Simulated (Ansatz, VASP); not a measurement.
# Two plane-wave programs on BeTe

INCAR

```
SYSTEM = BeTe
PREC = Accurate
ENCUT = 600
EDIFF = 1E-6
ISMEAR = 0
SIGMA = 0.1
LREAL = .False.
LASPH = .True.
NELM = 120
ALGO = Normal
ISIF = 2
LWAVE = .False.
LCHARG = .False.
GGA = CA
NBANDS = 11
GGA_COMPAT = .False.
```

KPOINTS

```
regular mesh
0
Gamma
  6 6 6
  0 0 0
```

File POSCAR:

```
BeTe
1.0
    0.0000000000      2.7700000000      2.7700000000
    2.7700000000      0.0000000000      2.7700000000
    2.7700000000      2.7700000000      0.0000000000
Be Te
1 1
Direct
    0.0000000000      0.0000000000      0.0000000000
    0.7500000000      0.7500000000      0.7500000000
```

Input for Ansatz:

```yaml
crystal:
  lattice:
    - [0.0, 2.77, 2.77]
    - [2.77, 0.0, 2.77]
    - [2.77, 2.77, 0.0]
  atoms:
    - { symbol: Be, position: [0.0, 0.0, 0.0] }
    - { symbol: Te, position: [0.75, 0.75, 0.75] }
basis:
  ecutwfc: 420
kpoints:
  mp_grid: { grid: [6, 6, 6] }
hamiltonian:
  xc: lda
scf:
  occupations: { method: gaussian, width: 0.1 }
output:
  forces: true
  stress: true
  eigenvalues: true
```

Alike in both runs: task single point; functional LDA; k mesh 6 × 6 × 6; occupations gaussian, width 0.1 eV; no spin polarisation.

```csv
,VASP,Ansatz
version,VASP 6.6.1,Ansatz 0.2.0
potentials or method,"VASP PAW LDA potentials, release 64 (Be, Te), cutoff 600 eV","scalar-relativistic, plane waves, PAW"
valence electrons in the cell,8,18
```

```csv
,VASP,Ansatz,Ansatz less VASP
gap on the k mesh at the Fermi level (eV),1.75,1.77,+0.020
least direct gap on the mesh (eV),3.54,3.58,+0.038
pressure (GPa),0.8,0.6,-0.29
```

LDA's correlation is that of Perdew and Zunger in VASP and of Perdew and Wang (1992) in Ansatz. VASP's potentials hold 8 valence electrons a cell and Ansatz's 18, so a difference there can come from the potentials and not from the codes.

Neither program's run includes spin-orbit coupling.
